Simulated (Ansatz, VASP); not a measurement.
# As2Se: VASP beside Ansatz

```
As Se
1.0
    -3.40766    3.40766    2.60715
     3.40766   -3.40766    2.60715
     3.40766    3.40766   -2.60715
As Se
4 2
Direct
  0.87500 0.12500 0.75000
  0.37500 0.12500 0.25000
  0.87500 0.62500 0.75000
  0.87500 0.12500 0.25000
  0.50000 0.50000 0.00000
  0.25000 0.75000 0.50000
```

Alike in both runs: functional PBEsol; dispersion D3(BJ); k mesh 8 × 8 × 8; occupations gaussian, width 0.1 eV; no spin polarisation.

Ansatz relaxed the structure, and its values are those at the end. VASP's run is a single point on that final structure, the one shown.

|  | VASP | Ansatz |
| --- | --- | --- |
| version | VASP 6.6.1 | Ansatz 0.2.0 |
| potentials or method | VASP PAW PBE potentials, release 64 (As, Se), cutoff 520 eV | scalar-relativistic, plane waves, PAW |
| valence electrons in the cell | 32 | 92 |

|  | VASP | Ansatz | Ansatz less VASP |
| --- | --- | --- | --- |
| gap on the k mesh at the Fermi level (eV) | none | none | - |
| pressure (GPa) | 0.3 | 0.0 | -0.29 |

VASP's potentials were made for PBE, not for PBEsol. A gap of «none» marks a metal or a gap that the smearing closes. VASP's potentials hold 32 valence electrons a cell and Ansatz's 92, so a difference there can come from the potentials and not from the codes.
